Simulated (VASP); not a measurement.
# BN (F-43m) in VASP: a series of runs

The runs below take BN through dielectric tensor, G0W0 quasiparticle levels, with r2SCAN, PBE.

All numbers are computed with VASP 6.6.1; they aren't measurements. Logs are shortened: lines on timing, memory, paths and dates and some standing lists are left out, and cuts for length are marked.

**1. The cell of the first run**

It takes space group F-43m (No. 216, cubic). Conventional cell: a = 3.610 Å, b = 3.610 Å, c = 3.610 Å, α = 90.00°, β = 90.00°, γ = 90.00°. Within 2.1 Å of B (site symmetry -43m) lie 4 N at 1.56 Å. N (site symmetry -43m) has 4 B at 1.56 Å within 2.1 Å.

**2. Dielectric tensor, r2SCAN**

Contents of INCAR:

```
PREC     = Accurate       # precision mode
ENCUT    = 520            # plane-wave cutoff, eV
EDIFF    = 1E-8           # SCF threshold, eV
ISMEAR   = 0              # smearing method
SIGMA    = 0.01           # smearing width, eV
LREAL    = F              # projectors in reciprocal space
LASPH    = T              # aspherical terms in the spheres
NELM     = 100            # most SCF steps
ALGO     = Normal         # electronic algorithm
ISIF     = 2              # what is computed and relaxed
LWAVE    = F              # write WAVECAR
LCHARG   = F              # write CHGCAR
METAGGA  = R2SCAN         # meta-GGA
LMIXTAU  = T            
LCALCEPS = T
```

Contents of KPOINTS:

```
regular mesh
0
Gamma
  10 10 10
```

Contents of POSCAR:

```
BN
1.0
    0.0000000000      1.8048254656      1.8048254656
    1.8048254656      0.0000000000      1.8048254656
    1.8048254656      1.8048254656      0.0000000000
B N
1 1
Direct
    0.0000000000      0.0000000000      0.0000000000
    0.2500000000      0.2500000000      0.2500000000
```

Potentials or basis: VASP PAW PBE potentials, release 64 (B, N).

On the command line:

```bash
> cat potpaw_PBE.64/B/POTCAR potpaw_PBE.64/N/POTCAR > POTCAR
> mpirun -np 1 vasp_std > vasp.out
```

OUTCAR:

```text
PREC = Accurate
   ENCUT = 520
   EDIFF = 1E-8
   ISMEAR = 0
   LREAL = F
   LASPH = T
   NELM = 100
   ISIF = 2
   METAGGA = R2SCAN

 ion  position               nearest neighbor table
   1  0.000  0.000  0.000-   2 1.56   2 1.56   2 1.56   2 1.56
   2  0.250  0.250  0.250-   1 1.56   1 1.56   1 1.56   1 1.56

  LATTYP: Found a face centered cubic cell.
 ALAT       =     3.6096509312

  Lattice vectors:

 A1 = (   0.0000000000,   1.8048254656,   1.8048254656)
 A2 = (   1.8048254656,   0.0000000000,   1.8048254656)
 A3 = (   1.8048254656,   1.8048254656,   0.0000000000)

Analysis of symmetry for initial positions (statically):
=====================================================================
 Subroutine PRICEL returns:
 Original cell was already a primitive cell.

 Routine SETGRP: Setting up the symmetry group for a
 face centered cubic supercell.

 Subroutine GETGRP returns: Found 24 space group operations
 (whereof 24 operations were pure point group operations)
 out of a pool of 48 trial point group operations.

The static configuration has the point symmetry T_d .

Analysis of symmetry for dynamics (positions and initial velocities):
=====================================================================
 Subroutine PRICEL returns:
 Original cell was already a primitive cell.

 Routine SETGRP: Setting up the symmetry group for a
 face centered cubic supercell.

 Subroutine GETGRP returns: Found 24 space group operations
 (whereof 24 operations were pure point group operations)
 out of a pool of 48 trial point group operations.

The dynamic configuration has the point symmetry T_d .

 Subroutine INISYM returns: Found 24 space group operations
 (whereof 24 operations are pure point group operations),
 and found     1 'primitive' translations

----------------------------------------------------------------------------------------

                                     Primitive cell

  volume of cell :      11.7581

  direct lattice vectors                    reciprocal lattice vectors
     0.000000000  1.804825466  1.804825466    -0.277035098  0.277035098  0.277035098
     1.804825466  0.000000000  1.804825466     0.277035098 -0.277035098  0.277035098
     1.804825466  1.804825466  0.000000000     0.277035098  0.277035098 -0.277035098

  length of vectors
     2.552408651  2.552408651  2.552408651     0.479838865  0.479838865  0.479838865

  position of ions in fractional coordinates (direct lattice)
     0.000000000  0.000000000  0.000000000
     0.250000000  0.250000000  0.250000000

  ion indices of the primitive-cell ions
   primitive index   ion index
                 1           1
                 2           2

----------------------------------------------------------------------------------------

 KPOINTS: regular mesh

Automatic generation of k-mesh.
 Grid dimensions read from file:
 generate k-points for:   10   10   10

 Generating k-lattice:

  Cartesian coordinates                     Fractional coordinates (reciprocal lattice)
    -0.027703510  0.027703510  0.027703510     0.100000000  0.000000000  0.000000000
     0.027703510 -0.027703510  0.027703510     0.000000000  0.100000000  0.000000000
     0.027703510  0.027703510 -0.027703510     0.000000000  0.000000000  0.100000000

  Length of vectors
     0.047983887  0.047983887  0.047983887

  Shift w.r.t. Gamma in fractional coordinates (k-lattice)
     0.000000000  0.000000000  0.000000000

 Subroutine IBZKPT returns following result:
 ===========================================

 Found     47 irreducible k-points:

 Following reciprocal coordinates:
            Coordinates               Weight
  0.000000  0.000000  0.000000      1.000000
  0.100000  0.000000  0.000000      8.000000
  0.200000  0.000000  0.000000      8.000000
  0.300000  0.000000  0.000000      8.000000
  0.400000  0.000000  0.000000      8.000000
  0.500000  0.000000  0.000000      4.000000
[... 16 lines left out ...]
  0.300000  0.300000  0.000000      6.000000
  0.400000  0.300000  0.000000     24.000000
 [... further k-points ...]
   k-points           NKPTS =     47   k-points in BZ     NKDIM =     47   number of bands    NBANDS=      8
   number of dos      NEDOS =    301   number of ions     NIONS =      2
   total plane-waves  NPLWV =   8000
   dimension x,y,z NGX =    20 NGY =   20 NGZ =   20
   dimension x,y,z NGXF=    40 NGYF=   40 NGZF=   40
   ions per type =               1   1
   NGX,Y,Z   is equivalent  to a cutoff of  13.03, 13.03, 13.03 a.u.
   NGXF,Y,Z  is equivalent  to a cutoff of  26.05, 26.05, 26.05 a.u.
 SYSTEM =  unknown system
   PREC   = accura    normal or accurate (medium, high low for compatibility)
   ISTART =      0    job   : 0-new  1-cont  2-samecut
   ICHARG =      2    charge: 1-file 2-atom 10-const
   ISPIN  =      1    spin polarized calculation?
   LNONCOLLINEAR =      F non collinear calculations
   LSORBIT =      F    spin-orbit coupling
   LASPH  =      T    aspherical Exc in radial PAW
   ENCUT  =  520.0 eV  38.22 Ry    6.18 a.u.   4.75  4.75  4.75*2*pi/ulx,y,z
   NELM   =    100;   NELMIN=  2; NELMDL= -5     # of ELM steps
   EDIFF  = 0.1E-07   stopping-criterion for ELM
   LREAL  =      F    real-space projection
   EDIFFG = 0.1E-06   stopping-criterion for IOM
   NSW    =      0    number of steps for IOM
   IBRION =     -1    ionic relax: 0-MD 1-quasi-New 2-CG
   NFREE  =      0    steps in history (QN), initial steepest desc. (CG)
   ISIF   =      2    stress and relaxation
   ISYM   =      2    0-nonsym 1-usesym 2-fastsym
   POTIM  = 0.5000    time-step for ionic-motion
   TEBEG  =    0.0;   TEEND  =   0.0 temperature during run
   PSTRESS=    0.0 pullay stress
   NELECT =       8.0000    total number of electrons
   NUPDOWN=      -1.0000    fix difference up-down
   EMIN   =  10.00;   EMAX   =-10.00  energy-range for DOS
   EFERMI =   0.00;   METHOD = LEGACY
   ISMEAR =     0;   SIGMA  =   0.01  broadening in eV -4-tet -1-fermi 0-gaus
   EFERMI_NEDOS =   21; number of points for ismear=-14 and -15
   IALGO  =     38    algorithm
   IMIX   =      4    mixing-type and parameters
     AMIX     =   0.40;   BMIX     =  1.00
     AMIX_MAG =   1.60;   BMIX_MAG =  1.00
  volume/ion in A,a.u.               =       5.88        39.67
  Fermi-wavevector in a.u.,A,eV,Ry     =   1.439880  2.720979 28.208337  2.073254
  Thomas-Fermi vector in A             =   2.558686
   LORBIT       =      0    0 simple, 1 ext, 2 COOP (PROOUT), +10 PAW based schemes
   METAGGA = R2SCAN    functional components
   LHFCALC =     F    Hartree Fock is set to
   AEXX    =    0.0000 exact exchange contribution
   IVDW    =     0    specifies the selected vdW correction
   LEPSILON=     F    determine dielectric tensor
   LRPA    =     F    only Hartree local field effects (RPA)
   LRPA       =     F
 non-spin polarized calculation
 Gauss-broadening in eV      SIGMA  =   0.01
  energy-cutoff  :      520.00
  volume of cell :       11.76
 maximum number of plane-waves:       332
   NGX =  9   NGY =  9   NGZ =  9

 number of electron       7.9999999 magnetization

 Free energy of the ion-electron system (eV)
  ---------------------------------------------------
  ext. energy  EPLUGINS =         0.00000000
  ---------------------------------------------------
  free energy    TOTEN  =       -19.17162299 eV

  energy without entropy =      -19.17162299  energy(sigma->0) =      -19.17162299

 E-fermi :   7.3496     XC(G=0): -13.6699

 val. band max:        7.2973653068   @ k =   0.0000   0.0000   0.0000
 cond. band min:   10000.0000000000   @ k =   0.0000   0.0000   0.0000
 fundamental gap:   9992.7026346932
 Fermi energy:         7.3496112068

 k-point     1 :       0.0000    0.0000    0.0000
  band No.  band energies     occupation
      1     -14.0456      2.00000
      2       7.2971      2.00000
      3       7.2972      2.00000
      4       7.2974      2.00000
      5   10000.0000      0.00000
      6   10000.0000      0.00000
      7   10000.0000      0.00000
      8   10000.0000      0.00000

 k-point     2 :       0.1000    0.0000    0.0000
  band No.  band energies     occupation
      1     -13.7930      2.00000
      2       5.9674      2.00000
      3       7.0342      2.00000
      4       7.0343      2.00000
      5   10000.0000      0.00000
      6   10000.0000      0.00000
      7   10000.0000      0.00000
      8   10000.0000      0.00000

 k-point     3 :       0.2000    0.0000    0.0000
  band No.  band energies     occupation
      1     -13.0508      2.00000
      2       3.1221      2.00000
      3       6.4405      2.00000
      4       6.4406      2.00000
      5   10000.0000      0.00000
      6   10000.0000      0.00000
      7   10000.0000      0.00000
      8   10000.0000      0.00000

 k-point     4 :       0.3000    0.0000    0.0000
  band No.  band energies     occupation
      1     -11.8831      2.00000
      2       0.0327      2.00000
      3       5.8370      2.00000
      4       5.8371      2.00000
      5   10000.0000      0.00000
      6   10000.0000      0.00000
      7   10000.0000      0.00000
      8   10000.0000      0.00000

 k-point     5 :       0.4000    0.0000    0.0000
  band No.  band energies     occupation
      1     -10.5094      2.00000
      2      -2.6088      2.00000
      3       5.4201      2.00000
      4       5.4202      2.00000
      5   10000.0000      0.00000
      6   10000.0000      0.00000
      7   10000.0000      0.00000
      8   10000.0000      0.00000
[... 177 lines left out ...]
 k-point    22 :      -0.2000    0.2000    0.0000
  band No.  band energies     occupation
      1     -11.4963      2.00000
      2       0.8378      2.00000
      3       2.8437      2.00000
      4       5.9490      2.00000
      5   10000.0000      0.00000
      6   10000.0000      0.00000
      7   10000.0000      0.00000
      8   10000.0000      0.00000

 k-point    23 :       0.3000    0.3000    0.0000
  band No.  band energies     occupation
      1     -11.1753      2.00000
      2       1.7755      2.00000
      3       3.4767      2.00000
      4       3.4768      2.00000
      5   10000.0000      0.00000
      6   10000.0000      0.00000
      7   10000.0000      0.00000
      8   10000.0000      0.00000

 k-point    24 :       0.4000    0.3000    0.0000
  band No.  band energies     occupation
      1     -10.1428      2.00000
      2       0.1588      2.00000
      3       2.5927      2.00000
      4       3.0479      2.00000
      5   10000.0000      0.00000
      6   10000.0000      0.00000
      7   10000.0000      0.00000
      8   10000.0000      0.00000

 [... further k-points ...]

------------------------ aborting loop because EDIFF is reached ----------------------------------------

            Ionic dipole moment: p[ion]=(     4.51206     4.51206     4.51206 ) |e| Angst

 Total electronic dipole moment: p[elc]=(     0.00249     0.00249     0.00478 ) |e| Angst

 MACROSCOPIC STATIC DIELECTRIC TENSOR (including local field effects)
 ------------------------------------------------------
           4.521668     0.000000    -0.000000
           0.000000     4.521668    -0.000000
           0.000000     0.000000     4.521668
 ------------------------------------------------------

 PIEZOELECTRIC TENSOR (including local field effects) (e Angst)
          XX          YY          ZZ          XY          YZ          ZX
  --------------------------------------------------------------------------------
  x    -0.00000    -0.00000    -0.00000     0.00000    -0.80890     0.00000
  y     0.00000    -0.00000     0.00000     0.00000     0.00000    -0.80890
  z    -0.00000    -0.00000    -0.00000    -0.80890    -0.00000     0.00000

 PIEZOELECTRIC TENSOR (including local field effects) (C/m^2)
          XX          YY          ZZ          XY          YZ          ZX
  --------------------------------------------------------------------------------
  x    -0.00000    -0.00000    -0.00000     0.00000    -1.10223     0.00000
  y     0.00000    -0.00000     0.00000     0.00000     0.00000    -1.10223
  z    -0.00000    -0.00000    -0.00000    -1.10223    -0.00000     0.00000

 BORN EFFECTIVE CHARGES (including local field effects) (in |e|, cummulative output)
 ---------------------------------------------------------------------------------
 ion    1
    1     2.02528     0.00000     0.00000
    2    -0.00000     2.02528    -0.00000
    3    -0.00000     0.00000     2.02528
 ion    2
    1    -2.02528     0.00000     0.00000
    2    -0.00000    -2.02528    -0.00000
    3    -0.00000    -0.00000    -2.02528

  FORCE on cell =-STRESS in cart. coord.  units (eV):
  Direction    XX          YY          ZZ          XY          YZ          ZX
  --------------------------------------------------------------------------------------
  -------------------------------------------------------------------------------------
  Total        0.0837126      0.0837126      0.0837126     -0.0000000     -0.0000000     -0.0000000
  in kB       11.4068452     11.4068452     11.4068452     -0.0000000     -0.0000000     -0.0000000
  external PRESSURE =      11.4068452 kB  Pullay stress =       0.0000000 kB

 VOLUME and BASIS-vectors are now :
 -----------------------------------------------------------------------------
  energy-cutoff  :      520.00
  volume of cell :       11.76
      direct lattice vectors                 reciprocal lattice vectors
     0.000000000  1.804825466  1.804825466    -0.277035098  0.277035098  0.277035098
     1.804825466  0.000000000  1.804825466     0.277035098 -0.277035098  0.277035098
     1.804825466  1.804825466  0.000000000     0.277035098  0.277035098 -0.277035098

 POSITION                                       TOTAL-FORCE (eV/Angst)
 -----------------------------------------------------------------------------------
      0.00000      0.00000      0.00000        -0.000000      0.000000     -0.000000
      0.90241      0.90241      0.90241         0.000000     -0.000000      0.000000
 -----------------------------------------------------------------------------------
    total drift:                                0.000000      0.000000      0.000000

  FREE ENERGIE OF THE ION-ELECTRON SYSTEM (eV)
  ---------------------------------------------------
  free  energy   TOTEN  =       -19.1716229853 eV

  energy  without entropy=      -19.1716229853  energy(sigma->0) =      -19.17162299
```

Run time: 25 min. Hardware: 1 thread of AMD EPYC 7R43 (Zen 3), shared host; peak memory 0.2 GiB.

What came out:

| Quantity | Value |
| --- | --- |
| Band gap on the k mesh | 4.98 eV, indirect (least direct gap 9.55 eV) |
| Electronic dielectric tensor (diagonal) | 4.52 |
| Born charges (mean of the diagonal) | B +2.03; N -2.03 e |

Electronic dielectric tensor:
```
4.52 0.00 0.00
0.00 4.52 0.00
0.00 0.00 4.52
```

Born effective charge tensors (e):
atom 1, B
```
2.03 0.00 0.00
0.00 2.03 0.00
0.00 0.00 2.03
```
atom 2, N
```
-2.03  0.00  0.00
 0.00 -2.03  0.00
 0.00  0.00 -2.03
```

Dipole moments of the cell (e·Å, modulo the quantum): ionic 4.512, 4.512, 4.512; electronic 0.002, 0.002, 0.005

Caveat: the PAW data sets were made with another functional, which shifts forces and pressure a little. r2SCAN opens gaps a little over a GGA but as a rule still falls short of measured ones.

[end of part 1 of 2]
